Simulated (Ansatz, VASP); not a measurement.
Sb: VASP beside Ansatz

```xyz
1
Lattice="-1.5765 1.5765 2.7119 1.5765 -1.5765 2.7119 1.5765 1.5765 -2.7119" Properties=species:S:1:pos:R:3 pbc="T T T"
Sb    0.0000    0.0000    0.0000
```

Alike in both runs: task relaxation of cell and atoms; functional revPBE; k mesh 12 × 12 × 12; occupations fermi-dirac, width 0.05 eV; no spin polarisation.

|  | VASP | Ansatz |
| --- | --- | --- |
| version | VASP 6.6.1 | Ansatz 0.2.0 |
| potentials or method | VASP PAW PBE potentials, release 64 (Sb) | Ansatz PAW |
| plane-wave cutoff (eV) | 600 | 420 |
| valence electrons in the cell | 5 | 15 |

```csv
,VASP,Ansatz,Ansatz less VASP
"gap on the k mesh at the Fermi level, each at its own relaxed structure (eV)",none,none,-
relaxed volume (Å³/atom),27.97,28.05,+0.086
relaxed cell length with the largest relative difference (Å),3.515,3.519,+0.0046
```

VASP's potentials were made for PBE, not for revPBE. A gap of «none» marks a metal or a gap that the smearing closes. VASP's potentials hold 5 valence electrons a cell and Ansatz's 15, so a difference there can come from the potentials and not from the codes.

Spin-orbit coupling is off throughout. Noted on Ansatz's run: the plane-wave basis is chosen anew once the cell has moved, so the energies of steps on either side of that aren't comparable.
